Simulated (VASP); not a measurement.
Input of a VASP 6.6.1 run:

File INCAR:

```
SYSTEM = KCd2P2
PREC     = Accurate       ! precision mode
ENCUT    = 500            ! plane-wave cutoff, eV
EDIFF    = 1E-6           ! SCF threshold, eV
ISMEAR   = 0              ! smearing method
SIGMA    = 0.1            ! smearing width, eV
LREAL    = .FALSE.        ! projectors in reciprocal space
LASPH    = .TRUE.         ! aspherical terms in the spheres
NELM     = 120            ! most SCF steps
ALGO     = Normal         ! electronic algorithm
ISIF     = 2              ! what is computed and relaxed
LWAVE    = .FALSE.        ! write WAVECAR
LCHARG   = .FALSE.        ! write CHGCAR
GGA      = PE             ! functional
NBANDS   = 30             ! bands
GGA_COMPAT= .FALSE.
```

Contents of KPOINTS:

```
regular mesh
0
G
  6 6 4
  0 0 0
```

The input POSCAR:

```
KCd2P2
1.0
    4.9916667758      0.0000000000      0.0000000000
   -2.4958333879      4.3229102350      0.0000000000
    0.0000000000      0.0000000000      6.2849149243
K Cd P
1 2 2
Direct
    0.6666666667      0.3333333333      0.0000000000
    0.6666666667      0.3333333333      0.5000000000
    0.3333333333      0.6666666667      0.0000000000
    0.0000000000      0.0000000000      0.6778615402
    0.0000000000      0.0000000000      0.3221384598
```

Potentials or basis: VASP PAW PBE potentials, release 64 (K_sv, Cd, P).

Run with:

```sh
$ cat potpaw_PBE.64/K_sv/POTCAR potpaw_PBE.64/Cd/POTCAR potpaw_PBE.64/P/POTCAR > POTCAR
$ mpirun -np 1 vasp_std > vasp.out
```

What does it give for the pressure?

0.0 GPa.

Predict the band gap on the k mesh.

zero (an odd number of electrons rules out a gap without spin polarisation).

Forces on the atoms (eV/Å):
```
K    0.000  0.000  0.000
Cd   0.000  0.000  0.000
Cd   0.000  0.000  0.000
P    0.000  0.000 -0.043
P    0.000  0.000  0.043
```
